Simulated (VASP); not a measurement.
# Zn (P6/mmm) in VASP: notebook

Zn is run at these levels: PBEsol; tasks: single point.

Everything below comes from runs of VASP 6.6.1. Logs are shortened: lines on timing, memory, paths and dates and some standing lists are left out, and cuts for length are marked.

## 1. The cell of the first run

Symmetry: P6/mmm, No. 191, hexagonal system. Conventional cell: a = 2.055 Å, b = 2.055 Å, c = 2.015 Å, α = 90.00°, β = 90.00°, γ = 120.00°. Within 2.7 Å of Zn (site symmetry 6/mmm) lie 8 Zn at 2.02 to 2.05 Å.

## 2. Single point, PBEsol

Contents of INCAR:

```
SYSTEM = Zn
PREC     = Accurate       ! precision mode
ENCUT    = 520            ! plane-wave cutoff, eV
EDIFF    = 1E-7           ! SCF threshold, eV
ISMEAR   = -1             ! smearing method
SIGMA    = 0.08           ! smearing width, eV
LREAL    = .False.        ! projectors in reciprocal space
LASPH    = .True.         ! aspherical terms in the spheres
NELM     = 60             ! most SCF steps
ALGO     = Normal         ! electronic algorithm
ISIF     = 2              ! what is computed and relaxed
LWAVE    = .False.        ! write WAVECAR
LCHARG   = .False.        ! write CHGCAR
GGA      = PS             ! functional
NBANDS   = 12             ! bands
```

Contents of KPOINTS:

```
Automatic mesh
0
Gamma
  21 21 19
  0 0 0
```

Contents of POSCAR:

```
Zn
1.0
    2.0545693683      0.0000000000      0.0000000000
   -1.0272846841      1.7793092668      0.0000000000
    0.0000000000      0.0000000000      2.0151929657
Zn
1
Direct
    0.0000000000      0.0000000000      0.0000000000
```

Potentials or basis: VASP PAW PBE potentials, release 64 (Zn).

Run with:

```
$ cat potpaw_PBE.64/Zn/POTCAR > POTCAR
$ mpirun -np 1 vasp_std > vasp.out
```

OUTCAR:

```text
SYSTEM = Zn
   PREC = Accurate
   ENCUT = 520
   EDIFF = 1E-7
   ISMEAR = -1
   LREAL = .False.
   LASPH = .True.
   NELM = 60
   ISIF = 2
   GGA = PS

 ion  position               nearest neighbor table
   1  0.000  0.000  0.000-

  LATTYP: Found a hexagonal cell.
 ALAT       =     2.0545693683
 C/A-ratio  =     0.9808347174

  Lattice vectors:

 A1 = (   2.0545693683,   0.0000000000,   0.0000000000)
 A2 = (  -1.0272846841,   1.7793092668,   0.0000000000)
 A3 = (   0.0000000000,   0.0000000000,   2.0151929657)

Analysis of symmetry for initial positions (statically):
=====================================================================
 Subroutine PRICEL returns:
 Original cell was already a primitive cell.

 Routine SETGRP: Setting up the symmetry group for a
 hexagonal supercell.

 Subroutine GETGRP returns: Found 24 space group operations
 (whereof 24 operations were pure point group operations)
 out of a pool of 24 trial point group operations.

The static configuration has the point symmetry D_6h.

Analysis of symmetry for dynamics (positions and initial velocities):
=====================================================================
 Subroutine PRICEL returns:
 Original cell was already a primitive cell.

 Routine SETGRP: Setting up the symmetry group for a
 hexagonal supercell.

 Subroutine GETGRP returns: Found 24 space group operations
 (whereof 24 operations were pure point group operations)
 out of a pool of 24 trial point group operations.

The dynamic configuration has the point symmetry D_6h.

 Subroutine INISYM returns: Found 24 space group operations
 (whereof 24 operations are pure point group operations),
 and found     1 'primitive' translations

----------------------------------------------------------------------------------------

                                     Primitive cell

  volume of cell :       7.3670

  direct lattice vectors                    reciprocal lattice vectors
     2.054569368  0.000000000  0.000000000     0.486719999  0.281007922  0.000000000
    -1.027284684  1.779309267  0.000000000     0.000000000  0.562015844  0.000000000
     0.000000000  0.000000000  2.015192966     0.000000000  0.000000000  0.496230394

  length of vectors
     2.054569368  2.054569368  2.015192966     0.562015844  0.562015844  0.496230394

  position of ions in fractional coordinates (direct lattice)
     0.000000000  0.000000000  0.000000000

  ion indices of the primitive-cell ions
   primitive index   ion index
                 1           1

----------------------------------------------------------------------------------------

 KPOINTS: Automatic mesh

Automatic generation of k-mesh.
 Grid dimensions read from file:
 generate k-points for:   21   21   19

 Generating k-lattice:

  Cartesian coordinates                     Fractional coordinates (reciprocal lattice)
     0.023177143  0.013381330  0.000000000     0.047619048  0.000000000  0.000000000
     0.000000000  0.026762659  0.000000000     0.000000000  0.047619048  0.000000000
     0.000000000  0.000000000  0.026117389     0.000000000  0.000000000  0.052631579

  Length of vectors
     0.026762659  0.026762659  0.026117389

  Shift w.r.t. Gamma in fractional coordinates (k-lattice)
     0.000000000  0.000000000  0.000000000

 Subroutine IBZKPT returns following result:
 ===========================================

 Found    480 irreducible k-points:

 Following reciprocal coordinates:
            Coordinates               Weight
  0.000000  0.000000  0.000000      1.000000
  0.047619  0.000000  0.000000      6.000000
  0.095238  0.000000  0.000000      6.000000
  0.142857  0.000000  0.000000      6.000000
  0.190476  0.000000  0.000000      6.000000
  0.238095  0.000000  0.000000      6.000000
[... 16 lines left out ...]
  0.142857  0.095238  0.000000     12.000000
  0.190476  0.095238  0.000000     12.000000
 [... further k-points ...]
   k-points           NKPTS =    480   k-points in BZ     NKDIM =    480   number of bands    NBANDS=     12
   number of dos      NEDOS =    301   number of ions     NIONS =      1
   total plane-waves  NPLWV =   4096
   dimension x,y,z NGX =    16 NGY =   16 NGZ =   16
   dimension x,y,z NGXF=    32 NGYF=   32 NGZF=   32
   ions per type =               1
   NGX,Y,Z   is equivalent  to a cutoff of  12.95, 12.95, 13.20 a.u.
   NGXF,Y,Z  is equivalent  to a cutoff of  25.89, 25.89, 26.40 a.u.
 SYSTEM =  Zn
   PREC   = accura    normal or accurate (medium, high low for compatibility)
   ISTART =      0    job   : 0-new  1-cont  2-samecut
   ICHARG =      2    charge: 1-file 2-atom 10-const
   ISPIN  =      1    spin polarized calculation?
   LNONCOLLINEAR =      F non collinear calculations
   LSORBIT =      F    spin-orbit coupling
   LASPH  =      T    aspherical Exc in radial PAW
   ENCUT  =  520.0 eV  38.22 Ry    6.18 a.u.   3.82  3.82  3.75*2*pi/ulx,y,z
   NELM   =     60;   NELMIN=  2; NELMDL= -5     # of ELM steps
   EDIFF  = 0.1E-06   stopping-criterion for ELM
   LREAL  =      F    real-space projection
   EDIFFG = 0.1E-05   stopping-criterion for IOM
   NSW    =      0    number of steps for IOM
   IBRION =     -1    ionic relax: 0-MD 1-quasi-New 2-CG
   NFREE  =      0    steps in history (QN), initial steepest desc. (CG)
   ISIF   =      2    stress and relaxation
   ISYM   =      2    0-nonsym 1-usesym 2-fastsym
   POTIM  = 0.5000    time-step for ionic-motion
   TEBEG  =    0.0;   TEEND  =   0.0 temperature during run
   PSTRESS=    0.0 pullay stress
   NELECT =      12.0000    total number of electrons
   NUPDOWN=      -1.0000    fix difference up-down
   EMIN   =  10.00;   EMAX   =-10.00  energy-range for DOS
   EFERMI =   0.00;   METHOD = LEGACY
   ISMEAR =    -1;   SIGMA  =   0.08  broadening in eV -4-tet -1-fermi 0-gaus
   EFERMI_NEDOS =   21; number of points for ismear=-14 and -15
   IALGO  =     38    algorithm
   IMIX   =      4    mixing-type and parameters
     AMIX     =   0.40;   BMIX     =  1.00
     AMIX_MAG =   1.60;   BMIX_MAG =  1.00
  volume/ion in A,a.u.               =       7.37        49.71
  Fermi-wavevector in a.u.,A,eV,Ry     =   1.926219  3.640026 50.481953  3.710319
  Thomas-Fermi vector in A             =   2.959421
   LORBIT       =      0    0 simple, 1 ext, 2 COOP (PROOUT), +10 PAW based schemes
   GGA     = PS    functional components
   LHFCALC =     F    Hartree Fock is set to
   AEXX    =    0.0000 exact exchange contribution
   IVDW    =     0    specifies the selected vdW correction
   LEPSILON=     F    determine dielectric tensor
   LRPA    =     F    only Hartree local field effects (RPA)
 non-spin polarized calculation
  energy-cutoff  :      520.00
  volume of cell :        7.37
 maximum number of plane-waves:       210
 NGX is ok and might be reduce to    16
   NGX =  7   NGY =  7   NGZ =  7

 number of electron      12.0000010 magnetization

 Free energy of the ion-electron system (eV)
  ---------------------------------------------------
  ext. energy  EPLUGINS =         0.00000000
  ---------------------------------------------------
  free energy    TOTEN  =         3.05873913 eV

  energy without entropy =        3.06384524  energy(sigma->0) =        3.06129219

 E-fermi :  11.5877     XC(G=0): -16.1139

 val. band max:       11.5733527272   @ k =   0.4762   0.0476   0.4211
 cond. band min:      11.6200706167   @ k =   0.2381   0.2381   0.4737
 fundamental gap:      0.0467178895
 Fermi energy:        11.5877158384

 k-point     1 :       0.0000    0.0000    0.0000
  band No.  band energies     occupation
      1      -7.5172      2.00000
      2      -3.0986      2.00000
      3      -0.7055      2.00000
      4      -0.7055      2.00000
      5       1.7970      2.00000
      6       1.7970      2.00000
      7      29.2193      0.00000
      8      35.8307      0.00000
      9      36.2143      0.00000
     10      41.4822      0.00000
     11      41.4822      0.00000
     12      43.5547      0.00000

 k-point     2 :       0.0476    0.0000    0.0000
  band No.  band energies     occupation
      1      -7.3992      2.00000
      2      -3.0678      2.00000
      3      -0.7504      2.00000
      4      -0.6484      2.00000
      5       1.7546      2.00000
      6       1.7893      2.00000
      7      29.3806      0.00000
      8      35.4356      0.00000
      9      35.8208      0.00000
     10      39.9571      0.00000
     11      39.9641      0.00000
     12      45.2244      0.00000

 k-point     3 :       0.0952    0.0000    0.0000
  band No.  band energies     occupation
      1      -7.0507      2.00000
      2      -2.9787      2.00000
      3      -0.8745      2.00000
      4      -0.4807      2.00000
      5       1.6328      2.00000
      6       1.7671      2.00000
      7      29.8588      0.00000
      8      33.1278      0.00000
      9      35.7763      0.00000
     10      37.8843      0.00000
     11      38.8061      0.00000
     12      47.7568      0.00000
[... 286 lines left out ...]
 k-point    23 :       0.1429    0.0952    0.0000
  band No.  band energies     occupation
      1      -5.4385      2.00000
      2      -2.5932      2.00000
      3      -1.3847      2.00000
      4       0.3877      2.00000
      5       1.1463      2.00000
      6       1.6481      2.00000
      7      26.8793      0.00000
      8      29.6935      0.00000
      9      32.1429      0.00000
     10      36.7553      0.00000
     11      41.3471      0.00000
     12      48.6255      0.00000

 k-point    24 :       0.1905    0.0952    0.0000
  band No.  band energies     occupation
      1      -4.6177      2.00000
      2      -2.4499      2.00000
      3      -1.4776      2.00000
      4       0.8765      2.00000
      5       0.9219      2.00000
      6       1.5866      2.00000
      7      23.8457      0.00000
      8      28.2161      0.00000
      9      33.4402      0.00000
     10      37.0112      0.00000
     11      41.1192      0.00000
     12      50.6689      0.00000

 [... further k-points ...]

------------------------ aborting loop because EDIFF is reached ----------------------------------------

  FORCE on cell =-STRESS in cart. coord.  units (eV):
  Direction    XX          YY          ZZ          XY          YZ          ZX
  --------------------------------------------------------------------------------------
  -------------------------------------------------------------------------------------
  Total       16.5361125     16.5361125     16.4599104      0.0000000      0.0000000     -0.0000000
  in kB     3596.2933653   3596.2933653   3579.7208462      0.0000001      0.0000000     -0.0000000
  external PRESSURE =    3590.7691923 kB  Pullay stress =       0.0000000 kB

 VOLUME and BASIS-vectors are now :
 -----------------------------------------------------------------------------
  energy-cutoff  :      520.00
  volume of cell :        7.37
      direct lattice vectors                 reciprocal lattice vectors
     2.054569368  0.000000000  0.000000000     0.486719999  0.281007922  0.000000000
    -1.027284684  1.779309267  0.000000000     0.000000000  0.562015844  0.000000000
     0.000000000  0.000000000  2.015192966     0.000000000  0.000000000  0.496230394

 POSITION                                       TOTAL-FORCE (eV/Angst)
 -----------------------------------------------------------------------------------
      0.00000      0.00000      0.00000         0.000000      0.000000      0.000000
 -----------------------------------------------------------------------------------
    total drift:                               -0.000000     -0.000000      0.000000

  FREE ENERGIE OF THE ION-ELECTRON SYSTEM (eV)
  ---------------------------------------------------
  free  energy   TOTEN  =         3.0587391301 eV

  energy  without entropy=        3.0638452431  energy(sigma->0) =        3.06129219
```

Run time: 20 s. Hardware: 1 thread of Intel Xeon Platinum 8259CL at 2.50GHz (Skylake/Cascade Lake), shared host; peak memory 0.15 GiB.

What came out:

| Quantity | Value |
| --- | --- |
| Free energy | 3.0587 eV |
| Pressure | 359.1 GPa |
| Band gap on the k mesh | zero (band 6 reaches 17.17 eV, above the bottom of band 7 at 8.48 eV) |

Caveat: the PAW data sets were made with another functional, which shifts forces and pressure a little.

## 3. Single point, PBEsol

Contents of INCAR:

```
PREC     = Accurate       # precision mode
ENCUT    = 520            # plane-wave cutoff, eV
EDIFF    = 1E-7           # SCF threshold, eV
ISMEAR   = -1             # smearing method
SIGMA    = 0.08           # smearing width, eV
LREAL    = F              # projectors in reciprocal space
LASPH    = T              # aspherical terms in the spheres
NELM     = 60             # most SCF steps
ALGO     = Normal         # electronic algorithm
ISIF     = 2              # what is computed and relaxed
LWAVE    = F              # write WAVECAR
LCHARG   = F              # write CHGCAR
GGA      = PS             # functional
NBANDS   = 12             # bands
```

Contents of KPOINTS:

```
regular mesh
0
Gamma
  21 21 19
```

Contents of POSCAR:

```
Zn
1.0
    2.0548649013      0.0000000000      0.0000000000
   -1.0274324506      1.7795652059      0.0000000000
    0.0000000000      0.0000000000      2.0153997503
Zn
1
Direct
    0.0000000000      0.0000000000      0.0000000000
```

Potentials or basis: VASP PAW PBE potentials, release 64 (Zn).

Run with:

```
$ cat potpaw_PBE.64/Zn/POTCAR > POTCAR
$ mpirun -np 1 vasp_std > vasp.out
```

Wall time 26 s (1 thread of Intel Xeon Platinum 8259CL at 2.50GHz (Skylake/Cascade Lake), shared host); peak memory 0.15 GiB.

The run converged. Its results:

```yaml
Free_energy: 3.0523 eV
Pressure: 358.5 GPa
Band_gap_on_the_k_mesh: zero (band 6 reaches 17.16 eV, above the bottom of band 7 at 8.48 eV)
```

Stress tensor (GPa, compression positive):
```
359.06   0.00   0.00
  0.00 359.06   0.00
  0.00   0.00 357.52
```

Levels at points of the mesh, in eV from the Fermi level:
```csv
k point,band 4,band 5,band 6,band 7,band 8,band 9
"(0.00, 0.00, 0.00)",-12.29,-9.79,-9.79,17.63,24.24,24.62
```

Caveat: the PAW data sets were made with another functional, which shifts forces and pressure a little.
